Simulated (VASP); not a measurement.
# Mo (Fm-3m) in VASP: notebook, part 2 of 2

VASP 6.6.1.

**3. Single point, PBE**

This run uses another cell than the first one, of 15.14 Å³/atom, 1.028 times its volume.

File INCAR:

```
SYSTEM = Mo
  ALGO = Normal
  EDIFF = 1E-6
  ENCUT = 520
  GGA = PE
  ISIF = 2
  ISMEAR = -1
  LASPH = .TRUE.
  LCHARG = .FALSE.
  LREAL = .FALSE.
  LWAVE = .FALSE.
  NBANDS = 13
  NELM = 80
  PREC = Accurate
  SIGMA = 0.15
```

File KPOINTS:

```
k-points
0
G
  10 10 10
  0 0 0
```

File POSCAR:

```
Mo
1.0
    0.0000000000      1.9633103741      1.9633103741
    1.9633103741      0.0000000000      1.9633103741
    1.9633103741      1.9633103741      0.0000000000
Mo
1
Direct
    0.0000000000      0.0000000000      0.0000000000
```

Potentials or basis: VASP PAW PBE potentials, release 64 (Mo_sv).

Started as:

```sh
$ cat potpaw_PBE.64/Mo_sv/POTCAR > POTCAR
$ mpirun -np 1 vasp_std > vasp.out
```

OUTCAR:

```text
SYSTEM = Mo
   EDIFF = 1E-6
   ENCUT = 520
   GGA = PE
   ISIF = 2
   ISMEAR = -1
   LASPH = .TRUE.
   LREAL = .FALSE.
   NELM = 80
   PREC = Accurate

 ion  position               nearest neighbor table
   1  0.000  0.000  0.000-

  LATTYP: Found a face centered cubic cell.
 ALAT       =     3.9266207482

  Lattice vectors:

 A1 = (   0.0000000000,   1.9633103741,   1.9633103741)
 A2 = (   1.9633103741,   0.0000000000,   1.9633103741)
 A3 = (   1.9633103741,   1.9633103741,   0.0000000000)

Analysis of symmetry for initial positions (statically):
=====================================================================
 Subroutine PRICEL returns:
 Original cell was already a primitive cell.

 Routine SETGRP: Setting up the symmetry group for a
 face centered cubic supercell.

 Subroutine GETGRP returns: Found 48 space group operations
 (whereof 48 operations were pure point group operations)
 out of a pool of 48 trial point group operations.

The static configuration has the point symmetry O_h .

Analysis of symmetry for dynamics (positions and initial velocities):
=====================================================================
 Subroutine PRICEL returns:
 Original cell was already a primitive cell.

 Routine SETGRP: Setting up the symmetry group for a
[... 160 lines left out ...]
  band No.  band energies     occupation
      1     -47.9986      2.00000
      2     -21.2104      2.00000
      3     -21.2104      2.00000
      4     -21.2104      2.00000
      5       5.7891      2.00000
      6      11.8880      1.99293
      7      11.8880      1.99293
      8      11.8880      1.99293
      9      14.7964      0.00000
     10      14.7964      0.00000
     11      25.8029      0.00000
     12      31.3439      0.00000
     13      31.3439      0.00000
[... 354 lines left out ...]
  band No.  band energies     occupation
      1     -47.6971      2.00000
      2     -22.4000      2.00000
      3     -21.6906      2.00000
      4     -21.6385      2.00000
      5       8.2514      2.00000
      6       8.8650      2.00000
      7      13.3679      0.02884
      8      15.0559      0.00000
      9      16.8652      0.00000
     10      16.9010      0.00000
     11      27.6098      0.00000
     12      29.0491      0.00000
     13      30.0674      0.00000

 [... further k-points ...]
[... 5 lines left out ...]
  --------------------------------------------------------------------------------------
  -------------------------------------------------------------------------------------
  Total        1.5278716      1.5278716      1.5278716      0.0000000      0.0000000      0.0000000
  in kB      161.7337189    161.7337189    161.7337189      0.0000000      0.0000000      0.0000000
  external PRESSURE =     161.7337189 kB  Pullay stress =       0.0000000 kB

 VOLUME and BASIS-vectors are now :
 -----------------------------------------------------------------------------
  energy-cutoff  :      520.00
  volume of cell :       15.14
      direct lattice vectors                 reciprocal lattice vectors
     0.000000000  1.963310374  1.963310374    -0.254671909  0.254671909  0.254671909
     1.963310374  0.000000000  1.963310374     0.254671909 -0.254671909  0.254671909
     1.963310374  1.963310374  0.000000000     0.254671909  0.254671909 -0.254671909

 POSITION                                       TOTAL-FORCE (eV/Angst)
 -----------------------------------------------------------------------------------
      0.00000      0.00000      0.00000         0.000000      0.000000      0.000000
 -----------------------------------------------------------------------------------
    total drift:                                0.000000      0.000000      0.000000

  FREE ENERGIE OF THE ION-ELECTRON SYSTEM (eV)
  ---------------------------------------------------
  free  energy   TOTEN  =       -10.5175619720 eV

  energy  without entropy=      -10.4328786970  energy(sigma->0) =      -10.47522033
```

OSZICAR:

```text
N       E                     dE             d eps       ncg     rms          rms(c)
DAV:   1     0.942754834241E+02    0.94275E+02   -0.82124E+03  1238   0.112E+03
DAV:   2    -0.992485602852E+01   -0.10420E+03   -0.10098E+03  1397   0.314E+02
DAV:   3    -0.110609817939E+02   -0.11361E+01   -0.11338E+01  1377   0.329E+01
DAV:   4    -0.110635064006E+02   -0.25246E-02   -0.25246E-02  1357   0.189E+00
DAV:   5    -0.110635228305E+02   -0.16430E-04   -0.16429E-04  1392   0.134E-01    0.152E+01
DAV:   6    -0.105907436337E+02    0.47278E+00   -0.59808E-01  1267   0.940E+00    0.467E+00
DAV:   7    -0.105210889984E+02    0.69655E-01   -0.13068E-01  1357   0.420E+00    0.707E-01
DAV:   8    -0.105175082108E+02    0.35808E-02   -0.33701E-03  1232   0.734E-01    0.141E-01
DAV:   9    -0.105175521150E+02   -0.43904E-04   -0.57535E-05  1410   0.910E-02    0.766E-02
DAV:  10    -0.105175615806E+02   -0.94656E-05   -0.10123E-05  1252   0.379E-02    0.979E-03
DAV:  11    -0.105175619720E+02   -0.39137E-06   -0.82795E-08   666   0.333E-03
   1 F= -.10517562E+02 E0= -.10475220E+02  d E =-.846833E-01
```

Wall time 8.1 s (1 thread of Intel Xeon 8259CL, shared host); peak memory 0.14 GiB.

Results:

| Item | Value |
| --- | --- |
| Free energy | -10.5176 eV |
| Pressure | 16.2 GPa |
| Band gap on the k mesh | zero (band 7 reaches 17.00 eV, above the bottom of band 8 at 11.89 eV) |
